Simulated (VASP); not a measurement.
Set up this calculation in VASP 6.6.1, as the native input.

```
Task                   : single point
Functional             : PBEsol
Potentials or basis    : VASP PAW PBE potentials, release 64 (Ta_pv)
Cutoff                 : 520 eV
k mesh                 : 10 × 10 × 10
Occupations            : fermi-dirac, width 0.1 eV
Spin                   : no spin polarisation
Dipole correction      : no
Further INCAR settings : ALGO = Normal; EDIFF = 1e-06; NBANDS = 18
```

The structure of Ta lies in POSCAR:

```
Ta
1.0
    0.0000000000      3.0023350781      3.0023350781
    3.0023350781      0.0000000000      3.0023350781
    3.0023350781      3.0023350781      0.0000000000
Ta
2
Direct
    0.1250000000      0.1250000000      0.1250000000
    0.8750000000      0.8750000000      0.8750000000
```

These files were run (other wordings do the same):

INCAR

```
SYSTEM = Ta
ALGO     = Normal         ! electronic algorithm
EDIFF    = 1E-6           ! SCF threshold, eV
ENCUT    = 520            ! plane-wave cutoff, eV
GGA      = PS             ! functional
ISIF     = 2              ! what is computed and relaxed
ISMEAR   = -1             ! smearing method
LASPH    = .TRUE.         ! aspherical terms in the spheres
LCHARG   = .FALSE.        ! write CHGCAR
LREAL    = .FALSE.        ! projectors in reciprocal space
LWAVE    = .FALSE.        ! write WAVECAR
NBANDS   = 18             ! bands
NELM     = 60             ! most SCF steps
PREC     = Accurate       ! precision mode
SIGMA    = 0.1            ! smearing width, eV
```

KPOINTS

```
k-points
0
G
  10 10 10
  0 0 0
```

Potentials or basis: VASP PAW PBE potentials, release 64 (Ta_pv).

Launch:

```console
$ cat potpaw_PBE.64/Ta_pv/POTCAR > POTCAR
$ mpirun -np 1 vasp_std > vasp.out
```

Results of the run:

```
Pressure               : 0.1 GPa
Band gap on the k mesh : zero (band 11 reaches 2.57 eV, above the bottom of band 12 at 1.73 eV)
```

Caveat: the PAW data sets were made with another functional, which shifts forces and pressure a little; spin-orbit coupling is left out, which moves the levels of the heavy elements.

Wall time 46 s on 1 thread of Intel Xeon 8259CL, on a shared host, peak memory 0.19 GiB.
